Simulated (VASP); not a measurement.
Wanted: the native input for a VASP 6.6.1 run.

```
Task                   : single point
Functional             : PBE
Potentials or basis    : VASP PAW PBE potentials, release 64 (H)
Cutoff                 : 500 eV
k mesh                 : 1 × 1 × 1
Occupations            : fermi-dirac, width 0.01 eV
Spin                   : no spin polarisation
Dipole correction      : no
Further INCAR settings : ALGO = Normal; EDIFF = 1e-06; NBANDS = 8
```

The structure of H2 lies in POSCAR:

```
H
1.0
    9.0000000000      0.0000000000      0.0000000000
    0.0000000000      9.2000000000      0.0000000000
    0.0000000000      0.0000000000      9.8000000000
H
2
Direct
    0.5000000000      0.5000000000      0.4617225275
    0.5000000000      0.5000000000      0.5382774725
```

One way to write it, as run:

INCAR

```
SYSTEM = H
  PREC = Accurate
  ENCUT = 500
  EDIFF = 1E-6
  ISMEAR = -1
  SIGMA = 0.01
  LREAL = .False.
  LASPH = .True.
  NELM = 120
  ALGO = Normal
  ISIF = 2
  LWAVE = .False.
  LCHARG = .False.
  GGA = PE
  NBANDS = 8
  GGA_COMPAT = .False.
```

KPOINTS

```
Automatic mesh
0
Gamma
  1 1 1
  0 0 0
```

Potentials or basis: VASP PAW PBE potentials, release 64 (H).

The run is started by

```sh
$ cat potpaw_PBE.64/H/POTCAR > POTCAR
$ mpirun -np 1 vasp_gam > vasp.out
```

Results of the run:

The largest force is 0.008 eV/Å.

Run time: 36 s on 1 thread of Intel Xeon 8259CL, on a shared host, peak memory 0.63 GiB.
